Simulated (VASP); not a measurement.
# RbCl (Fm-3m) in VASP: a series of runs

Runs on RbCl. Level: r2SCAN. Tasks: single point.

All numbers are computed with VASP 6.6.1; they aren't measurements. Logs are shortened: lines on timing, memory, paths and dates and some standing lists are left out, and cuts for length are marked.

## (1) The cell of the first run

It takes space group Fm-3m (No. 225, cubic). The conventional cell has a = 6.615 Å, b = 6.615 Å, c = 6.615 Å, α = 90.00°, β = 90.00°, γ = 90.00°. Rb (site symmetry m-3m) has 6 Cl at 3.31 Å within 4.4 Å. Within 4.4 Å of Cl (site symmetry m-3m) lie 6 Rb at 3.31 Å.

## (2) Single point, r2SCAN

POSCAR reads:

```
RbCl
1.0
    0.0000000000      3.3077128624      3.3077128624
    3.3077128624      0.0000000000      3.3077128624
    3.3077128624      3.3077128624      0.0000000000
Rb Cl
1 1
Direct
    0.0000000000      0.0000000000      0.0000000000
    0.5000000000      0.5000000000      0.5000000000
```

INCAR.step1 reads:

```
  PREC = Accurate
  ENCUT = 520
  ISMEAR = -1
  SIGMA = 0.02
  LREAL = F
  LASPH = T
  NELM = 80
  NBANDS = 15
  GGA = PE
  ALGO = Normal
  EDIFF = 1E-4
  LWAVE = T
  LCHARG = F
```

INCAR.step2 reads:

```
  PREC = Accurate
  ENCUT = 520
  EDIFF = 1E-7
  ISMEAR = -1
  SIGMA = 0.02
  LREAL = F
  LASPH = T
  NELM = 80
  ALGO = Normal
  ISIF = 2
  LWAVE = F
  LCHARG = F
  METAGGA = R2SCAN
  LMIXTAU = T
  NBANDS = 15
  ISTART = 1
```

KPOINTS reads:

```
regular mesh
0
Gamma
  5 5 5
```

Potentials or basis: VASP PAW PBE potentials, release 64 (Rb_sv, Cl).

Command:

```
> cat potpaw_PBE.64/Rb_sv/POTCAR potpaw_PBE.64/Cl/POTCAR > POTCAR
> cp INCAR.step1 INCAR
> mpirun -np 1 vasp_std > vasp.out
> cp INCAR.step2 INCAR
> mpirun -np 1 vasp_std > vasp.out
```

OUTCAR:

```text
PREC = Accurate
   ENCUT = 520
   EDIFF = 1E-7
   ISMEAR = -1
   LREAL = F
   LASPH = T
   NELM = 80
   ISIF = 2
   METAGGA = R2SCAN
   ISTART = 1

 ion  position               nearest neighbor table
   1  0.000  0.000  0.000-   2 3.31   2 3.31   2 3.31   2 3.31   2 3.31   2 3.31
   2  0.500  0.500  0.500-   1 3.31   1 3.31   1 3.31   1 3.31   1 3.31   1 3.31

  LATTYP: Found a face centered cubic cell.
 ALAT       =     6.6154257248

  Lattice vectors:

 A1 = (   0.0000000000,   3.3077128624,   3.3077128624)
 A2 = (   3.3077128624,   0.0000000000,   3.3077128624)
 A3 = (   3.3077128624,   3.3077128624,   0.0000000000)

Analysis of symmetry for initial positions (statically):
=====================================================================
 Subroutine PRICEL returns:
 Original cell was already a primitive cell.

 Routine SETGRP: Setting up the symmetry group for a
 face centered cubic supercell.

 Subroutine GETGRP returns: Found 48 space group operations
 (whereof 48 operations were pure point group operations)
 out of a pool of 48 trial point group operations.

The static configuration has the point symmetry O_h .

Analysis of symmetry for dynamics (positions and initial velocities):
=====================================================================
 Subroutine PRICEL returns:
 Original cell was already a primitive cell.

 Routine SETGRP: Setting up the symmetry group for a
 face centered cubic supercell.

 Subroutine GETGRP returns: Found 48 space group operations
 (whereof 48 operations were pure point group operations)
 out of a pool of 48 trial point group operations.

The dynamic configuration has the point symmetry O_h .

 Subroutine INISYM returns: Found 48 space group operations
 (whereof 48 operations are pure point group operations),
 and found     1 'primitive' translations

----------------------------------------------------------------------------------------

                                     Primitive cell

  volume of cell :      72.3791

  direct lattice vectors                    reciprocal lattice vectors
     0.000000000  3.307712862  3.307712862    -0.151161851  0.151161851  0.151161851
     3.307712862  0.000000000  3.307712862     0.151161851 -0.151161851  0.151161851
     3.307712862  3.307712862  0.000000000     0.151161851  0.151161851 -0.151161851

  length of vectors
     4.677812390  4.677812390  4.677812390     0.261820007  0.261820007  0.261820007

  position of ions in fractional coordinates (direct lattice)
     0.000000000  0.000000000  0.000000000
     0.500000000  0.500000000  0.500000000

  ion indices of the primitive-cell ions
   primitive index   ion index
                 1           1
                 2           2

----------------------------------------------------------------------------------------

 KPOINTS: regular mesh

Automatic generation of k-mesh.
 Grid dimensions read from file:
 generate k-points for:    5    5    5

 Generating k-lattice:

  Cartesian coordinates                     Fractional coordinates (reciprocal lattice)
    -0.030232370  0.030232370  0.030232370     0.200000000  0.000000000  0.000000000
     0.030232370 -0.030232370  0.030232370     0.000000000  0.200000000  0.000000000
     0.030232370  0.030232370 -0.030232370     0.000000000  0.000000000  0.200000000

  Length of vectors
     0.052364001  0.052364001  0.052364001

  Shift w.r.t. Gamma in fractional coordinates (k-lattice)
     0.000000000  0.000000000  0.000000000

 Subroutine IBZKPT returns following result:
 ===========================================

 Found     10 irreducible k-points:

 Following reciprocal coordinates:
            Coordinates               Weight
  0.000000  0.000000  0.000000      1.000000
  0.200000  0.000000  0.000000      8.000000
  0.400000  0.000000  0.000000      8.000000
  0.200000  0.200000  0.000000      6.000000
  0.400000  0.200000  0.000000     24.000000
 -0.400000  0.200000  0.000000     24.000000
 -0.200000  0.200000  0.000000     12.000000
  0.400000  0.400000  0.000000      6.000000
 -0.400000  0.400000  0.000000     12.000000
 -0.400000  0.400000  0.200000     24.000000
   k-points           NKPTS =     10   k-points in BZ     NKDIM =     10   number of bands    NBANDS=     15
   number of dos      NEDOS =    301   number of ions     NIONS =      2
   total plane-waves  NPLWV =  46656
   dimension x,y,z NGX =    36 NGY =   36 NGZ =   36
   dimension x,y,z NGXF=    72 NGYF=   72 NGZF=   72
   ions per type =               1   1
   NGX,Y,Z   is equivalent  to a cutoff of  12.79, 12.79, 12.79 a.u.
   NGXF,Y,Z  is equivalent  to a cutoff of  25.59, 25.59, 25.59 a.u.
 SYSTEM =  unknown system
   PREC   = accura    normal or accurate (medium, high low for compatibility)
   ISTART =      1    job   : 0-new  1-cont  2-samecut
   ICHARG =      0    charge: 1-file 2-atom 10-const
   ISPIN  =      1    spin polarized calculation?
   LNONCOLLINEAR =      F non collinear calculations
   LSORBIT =      F    spin-orbit coupling
   LASPH  =      T    aspherical Exc in radial PAW
   ENCUT  =  520.0 eV  38.22 Ry    6.18 a.u.   8.70  8.70  8.70*2*pi/ulx,y,z
   NELM   =     80;   NELMIN=  2; NELMDL=  0     # of ELM steps
   EDIFF  = 0.1E-06   stopping-criterion for ELM
   LREAL  =      F    real-space projection
   EDIFFG = 0.1E-05   stopping-criterion for IOM
   NSW    =      0    number of steps for IOM
   IBRION =     -1    ionic relax: 0-MD 1-quasi-New 2-CG
   NFREE  =      0    steps in history (QN), initial steepest desc. (CG)
   ISIF   =      2    stress and relaxation
   ISYM   =      2    0-nonsym 1-usesym 2-fastsym
   POTIM  = 0.5000    time-step for ionic-motion
   TEBEG  =    0.0;   TEEND  =   0.0 temperature during run
   PSTRESS=    0.0 pullay stress
   NELECT =      16.0000    total number of electrons
   NUPDOWN=      -1.0000    fix difference up-down
   EMIN   =  10.00;   EMAX   =-10.00  energy-range for DOS
   EFERMI =   0.00;   METHOD = LEGACY
   ISMEAR =    -1;   SIGMA  =   0.02  broadening in eV -4-tet -1-fermi 0-gaus
   EFERMI_NEDOS =   21; number of points for ismear=-14 and -15
   IALGO  =     38    algorithm
   IMIX   =      4    mixing-type and parameters
     AMIX     =   0.40;   BMIX     =  1.00
     AMIX_MAG =   1.60;   BMIX_MAG =  1.00
  volume/ion in A,a.u.               =      36.19       244.22
  Fermi-wavevector in a.u.,A,eV,Ry     =   0.989867  1.870578 13.331498  0.979837
  Thomas-Fermi vector in A             =   2.121497
   LORBIT       =      0    0 simple, 1 ext, 2 COOP (PROOUT), +10 PAW based schemes
   METAGGA = R2SCAN    functional components
   LHFCALC =     F    Hartree Fock is set to
   AEXX    =    0.0000 exact exchange contribution
   IVDW    =     0    specifies the selected vdW correction
   LEPSILON=     F    determine dielectric tensor
   LRPA    =     F    only Hartree local field effects (RPA)
 non-spin polarized calculation
  energy-cutoff  :      520.00
  volume of cell :       72.38
 maximum number of plane-waves:      1980
   NGX = 17   NGY = 17   NGZ = 17

 number of electron      16.0000002 magnetization

 Free energy of the ion-electron system (eV)
  ---------------------------------------------------
  ext. energy  EPLUGINS =         0.00000000
  ---------------------------------------------------
  free energy    TOTEN  =       -24.38540562 eV

  energy without entropy =      -24.38540562  energy(sigma->0) =      -24.38540562

 E-fermi :  -1.8352     XC(G=0):  -7.7108

 val. band max:       -2.3534576199   @ k =   0.0000   0.0000   0.0000
 cond. band min:       3.1974282399   @ k =   0.0000   0.0000   0.0000
 fundamental gap:      5.5508858598
 Fermi energy:        -1.8352297936

 k-point     1 :       0.0000    0.0000    0.0000
  band No.  band energies     occupation
      1     -27.0290      2.00000
      2     -14.8863      2.00000
      3     -10.5319      2.00000
      4     -10.5319      2.00000
      5     -10.5319      2.00000
      6      -2.3535      2.00000
      7      -2.3535      2.00000
      8      -2.3535      2.00000
      9       3.1974      0.00000
     10       6.2515      0.00000
     11       6.2515      0.00000
     12       6.2515      0.00000
     13       7.4131      0.00000
     14       7.4131      0.00000
     15       9.9951      0.00000

 k-point     2 :       0.2000    0.0000    0.0000
  band No.  band energies     occupation
      1     -27.0238      2.00000
      2     -14.9053      2.00000
      3     -10.5355      2.00000
      4     -10.5355      2.00000
      5     -10.5235      2.00000
      6      -2.6777      2.00000
      7      -2.4687      2.00000
      8      -2.4687      2.00000
      9       4.0406      0.00000
     10       5.9677      0.00000
     11       6.7560      0.00000
     12       6.7560      0.00000
     13       7.9902      0.00000
     14       7.9902      0.00000
     15      11.5402      0.00000

 k-point     3 :       0.4000    0.0000    0.0000
  band No.  band energies     occupation
      1     -27.0153      2.00000
      2     -14.9358      2.00000
      3     -10.5413      2.00000
      4     -10.5413      2.00000
      5     -10.5103      2.00000
      6      -3.1109      2.00000
      7      -2.6442      2.00000
      8      -2.6442      2.00000
      9       5.5442      0.00000
     10       6.0332      0.00000
     11       8.0630      0.00000
     12       8.0630      0.00000
     13       9.2958      0.00000
     14       9.2958      0.00000
     15      10.8038      0.00000

 k-point     4 :       0.2000    0.2000    0.0000
  band No.  band energies     occupation
      1     -27.0221      2.00000
      2     -14.8978      2.00000
      3     -10.5644      2.00000
      4     -10.5644      2.00000
      5     -10.5173      2.00000
      6      -2.7858      2.00000
      7      -2.4046      2.00000
      8      -2.4046      2.00000
      9       4.1721      0.00000
     10       5.3263      0.00000
     11       7.2739      0.00000
     12       7.2739      0.00000
     13       7.7452      0.00000
     14       8.4215      0.00000
     15      11.9235      0.00000

 k-point     5 :       0.4000    0.2000    0.0000
  band No.  band energies     occupation
      1     -27.0149      2.00000
      2     -14.9019      2.00000
      3     -10.5871      2.00000
      4     -10.5784      2.00000
      5     -10.5650      2.00000
      6      -2.9243      2.00000
      7      -2.5781      2.00000
      8      -2.5212      2.00000
      9       5.2049      0.00000
     10       5.4420      0.00000
     11       8.1779      0.00000
     12       8.4565      0.00000
     13       8.6474      0.00000
     14       8.8559      0.00000
     15      10.5363      0.00000

 k-point     6 :      -0.4000    0.2000    0.0000
  band No.  band energies     occupation
      1     -27.0121      2.00000
      2     -14.9117      2.00000
      3     -10.6350      2.00000
      4     -10.5584      2.00000
      5     -10.5375      2.00000
      6      -3.0096      2.00000
      7      -2.6504      2.00000
      8      -2.6241      2.00000
      9       5.7489      0.00000
     10       6.1366      0.00000
     11       8.0585      0.00000
     12       8.4609      0.00000
     13       8.7109      0.00000
     14      10.1982      0.00000
     15      10.4312      0.00000

 k-point     7 :      -0.2000    0.2000    0.0000
  band No.  band energies     occupation
      1     -27.0176      2.00000
      2     -14.9141      2.00000
      3     -10.6033      2.00000
      4     -10.5318      2.00000
      5     -10.5106      2.00000
      6      -2.9423      2.00000
      7      -2.6205      2.00000
      8      -2.4758      2.00000
      9       4.9937      0.00000
     10       5.7569      0.00000
     11       7.2176      0.00000
     12       7.9493      0.00000
     13       8.2902      0.00000
     14       9.1490      0.00000
     15      10.8730      0.00000

 k-point     8 :       0.4000    0.4000    0.0000
  band No.  band energies     occupation
      1     -27.0115      2.00000
      2     -14.8558      2.00000
      3     -10.7138      2.00000
      4     -10.6175      2.00000
      5     -10.6175      2.00000
      6      -2.7605      2.00000
      7      -2.4524      2.00000
      8      -2.4524      2.00000
      9       4.4398      0.00000
     10       5.8967      0.00000
     11       8.3186      0.00000
     12       8.4207      0.00000
     13       9.4344      0.00000
     14       9.6099      0.00000
     15       9.6099      0.00000

 k-point     9 :      -0.4000    0.4000    0.0000
  band No.  band energies     occupation
      1     -27.0097      2.00000
      2     -14.8616      2.00000
      3     -10.7460      2.00000
      4     -10.6054      2.00000
      5     -10.5986      2.00000
      6      -2.6559      2.00000
      7      -2.6545      2.00000
      8      -2.5338      2.00000
      9       4.8173      0.00000
     10       7.0659      0.00000
     11       7.1391      0.00000
     12       8.4528      0.00000
     13       9.0759      0.00000
     14       9.5386      0.00000
     15      10.8491      0.00000

 k-point    10 :      -0.4000    0.4000    0.2000
  band No.  band energies     occupation
      1     -27.0106      2.00000
      2     -14.8808      2.00000
      3     -10.6713      2.00000
      4     -10.6667      2.00000
      5     -10.5288      2.00000
      6      -2.8287      2.00000
      7      -2.6356      2.00000
      8      -2.5499      2.00000
      9       5.3899      0.00000
     10       6.1060      0.00000
     11       7.6304      0.00000
     12       8.5066      0.00000
     13       9.3648      0.00000
     14       9.6069      0.00000
     15      10.4610      0.00000

------------------------ aborting loop because EDIFF is reached ----------------------------------------

  FORCE on cell =-STRESS in cart. coord.  units (eV):
  Direction    XX          YY          ZZ          XY          YZ          ZX
  --------------------------------------------------------------------------------------
  -------------------------------------------------------------------------------------
  Total       -0.0041784     -0.0041784     -0.0041784      0.0000000      0.0000000      0.0000000
  in kB       -0.0924933     -0.0924933     -0.0924933      0.0000000      0.0000000      0.0000000
  external PRESSURE =      -0.0924933 kB  Pullay stress =       0.0000000 kB

 VOLUME and BASIS-vectors are now :
 -----------------------------------------------------------------------------
  energy-cutoff  :      520.00
  volume of cell :       72.38
      direct lattice vectors                 reciprocal lattice vectors
     0.000000000  3.307712862  3.307712862    -0.151161851  0.151161851  0.151161851
     3.307712862  0.000000000  3.307712862     0.151161851 -0.151161851  0.151161851
     3.307712862  3.307712862  0.000000000     0.151161851  0.151161851 -0.151161851

 POSITION                                       TOTAL-FORCE (eV/Angst)
 -----------------------------------------------------------------------------------
      0.00000      0.00000      0.00000        -0.000000      0.000000     -0.000000
      3.30771      3.30771      3.30771         0.000000     -0.000000      0.000000
 -----------------------------------------------------------------------------------
    total drift:                                0.000000      0.000000      0.000000

  FREE ENERGIE OF THE ION-ELECTRON SYSTEM (eV)
  ---------------------------------------------------
  free  energy   TOTEN  =       -24.3854056211 eV

  energy  without entropy=      -24.3854056211  energy(sigma->0) =      -24.38540562
```

Run time: 51 s. Hardware: 1 thread of Intel Xeon 6975P-C, shared host; peak memory 0.22 GiB.

What came out:

* Free energy: -24.3854 eV
* Pressure: 0.0 GPa
* Band gap on the k mesh: 5.55 eV, direct

Caveat: the PAW data sets were made with another functional, which shifts forces and pressure a little.

## (3) Single point, r2SCAN

POSCAR is that of step 2.

INCAR.step1 reads:

```
SYSTEM = RbCl
PREC = Accurate
ENCUT = 520
ISMEAR = -1
SIGMA = 0.02
LREAL = .False.
LASPH = .True.
NELM = 100
NBANDS = 15
GGA = PE
ALGO = Normal
EDIFF = 1E-4
LWAVE = .True.
LCHARG = .False.
```

INCAR.step2 reads:

```
SYSTEM = RbCl
PREC = Accurate
ENCUT = 520
EDIFF = 1E-7
ISMEAR = -1
SIGMA = 0.02
LREAL = .False.
LASPH = .True.
NELM = 100
ALGO = Normal
ISIF = 2
LWAVE = .False.
LCHARG = .False.
METAGGA = R2SCAN
LMIXTAU = .True.
NBANDS = 15
ISTART = 1
```

KPOINTS reads:

```
regular mesh
0
Gamma
  5 5 5
  0 0 0
```

Potentials or basis: VASP PAW PBE potentials, release 64 (Rb_sv, Cl).

Command:

```
> cat potpaw_PBE.64/Rb_sv/POTCAR potpaw_PBE.64/Cl/POTCAR > POTCAR
> cp INCAR.step1 INCAR
> mpirun -np 1 vasp_std > vasp.out
> cp INCAR.step2 INCAR
> mpirun -np 1 vasp_std > vasp.out
```

Run time: 52 s. Hardware: 1 thread of Intel Xeon 6975P-C, shared host; peak memory 0.22 GiB.

The run converged. Its results:

```yaml
Free_energy: -24.3854 eV
Pressure: 0.0 GPa
Band_gap_on_the_k_mesh: 5.55 eV, direct
```

Levels at points of the mesh, in eV from the valence-band top:
```csv
k point,band 6,band 7,band 8,band 9,band 10,band 11
"(0.00, 0.00, 0.00)",0.00,0.00,0.00,5.55,8.61,8.61
```

Caveat: the PAW data sets were made with another functional, which shifts forces and pressure a little. r2SCAN opens gaps a little over a GGA but as a rule still falls short of measured ones.

## (4) Single point, r2SCAN

This run uses another cell than the first one, of 35.65 Å³/atom, 0.985 times its volume.

POSCAR reads:

```
RbCl
1.0
    0.0000000000      3.2910909092      3.2910909092
    3.2910909092      0.0000000000      3.2910909092
    3.2910909092      3.2910909092      0.0000000000
Rb Cl
1 1
Direct
    0.0000000000      0.0000000000      0.0000000000
    0.5000000000      0.5000000000      0.5000000000
```

INCAR.step1 reads:

```
ALGO = Normal ; EDIFF = 1E-4
ENCUT = 520 ; GGA = PE
ISMEAR = -1 ; LASPH = T
LCHARG = F ; LREAL = F
LWAVE = T ; NBANDS = 15
NELM = 80 ; PREC = Accurate
SIGMA = 0.02
```

INCAR.step2 reads:

```
ALGO = Normal ; EDIFF = 1E-7
ENCUT = 520 ; ISIF = 2
ISMEAR = -1 ; ISTART = 1
LASPH = T ; LCHARG = F
LMIXTAU = T ; LREAL = F
LWAVE = F ; METAGGA = R2SCAN
NBANDS = 15 ; NELM = 80
PREC = Accurate ; SIGMA = 0.02
```

KPOINTS reads:

```
k-points
0
Gamma
  5 5 5
```

Command:

```
> cat potpaw_PBE.64/Rb_sv/POTCAR potpaw_PBE.64/Cl/POTCAR > POTCAR
> cp INCAR.step1 INCAR
> mpirun -np 1 vasp_std > vasp.out
> cp INCAR.step2 INCAR
> mpirun -np 1 vasp_std > vasp.out
```

Run time: 53 s. Hardware: 1 thread of Intel Xeon 6975P-C, shared host; peak memory 0.22 GiB.

It converged, with:

| Property | Result |
| --- | --- |
| Free energy | -24.3843 eV |
| Pressure | 0.3 GPa |
| Band gap on the k mesh | 5.60 eV, direct |

Levels at points of the mesh, in eV from the valence-band top:
| k point | band 5 | band 6 | band 7 | band 8 | band 9 | band 10 | band 11 | band 12 |
| --- | --- | --- | --- | --- | --- | --- | --- | --- |
| (0.00, 0.00, 0.00) | -8.14 | 0.00 | 0.00 | 0.00 | 5.60 | 8.61 | 8.61 | 8.61 |

Caveat: the PAW data sets were made with another functional, which shifts forces and pressure a little.

[end of part 1 of 2]
